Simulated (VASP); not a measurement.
The system is KBr.

```
K Br
1.0
     3.97626    0.00000    0.00000
     0.00000    3.97626    0.00000
     0.00000    0.00000    3.97626
K Br
1 1
Direct
  0.00000 0.00000 0.00000
  0.50000 0.50000 0.50000
```

Base run:

```yaml
Program: VASP 6.6.1
Functional: PBE
Potentials_or_basis: VASP PAW PBE potentials, release 64 (K_sv, Br)
Cutoff: 500 eV
k_mesh: 4 × 4 × 4
Occupations: tetrahedron
Spin: no spin polarisation
```

Its results: band gap on the k mesh 4.02 eV, indirect (least direct gap 4.30 eV); pressure 0.9 GPa.

Question: After a change of settings the same cell gave: band gap on the k mesh 5.19 eV, indirect (least direct gap 5.49 eV); pressure 0.5 GPa. Which change was it?
A. k mesh from 4 × 4 × 4 to 5 × 5 × 5; occupations from tetrahedron to gaussian, width 0.01 eV
B. occupations from tetrahedron to methfessel-paxton, width 0.001 eV
C. k mesh from 4 × 4 × 4 to 2 × 2 × 2; occupations from tetrahedron to gaussian, width 0.01 eV
D. functional from PBE to HSE06; cutoff from 500 eV to 520 eV; occupations from tetrahedron to gaussian, width 0.01 eV

Answer: D.

Caveats: the PAW data sets were made with another functional, which shifts forces and pressure a little (some runs).
